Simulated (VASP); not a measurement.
A run of VASP 6.6.1:

File INCAR:

```
PREC = Accurate ; ENCUT = 520
EDIFF = 1E-7 ; ISMEAR = 0
SIGMA = 0.15 ; LREAL = False
LASPH = True ; NELM = 60
ALGO = Fast ; ISIF = 2
LWAVE = False ; LCHARG = True
GGA = PE ; LELF = True
LVHAR = True ; NBANDS = 11
```

Contents of KPOINTS:

```
Automatic mesh
0
Gamma
  20 20 20
```

Contents of POSCAR:

```
Pd
1.0
    0.0000000000      1.9935225000      1.8962775000
    1.9935225000      0.0000000000      1.8962775000
    1.9935225000      1.9935225000      0.0000000000
Pd
1
Direct
    0.0000000000      0.0000000000      0.0000000000
```

Potentials or basis: VASP PAW PBE potentials, release 64 (Pd).

The run is started by

```sh
$ cat potpaw_PBE.64/Pd/POTCAR > POTCAR
$ mpirun -np 1 vasp_std > vasp.out
```

Hardware: 1 thread of AMD EPYC 7R43 64-Core Processor (Zen 3), with other jobs on the host.

Problem. Estimate the wall time of this run.

Solution. It took 2.4 min on 1 thread of AMD EPYC 7R43 64-Core Processor (Zen 3), with other jobs on the host, peak memory 0.18 GiB. Counts: scf iterations 13, k points 641.
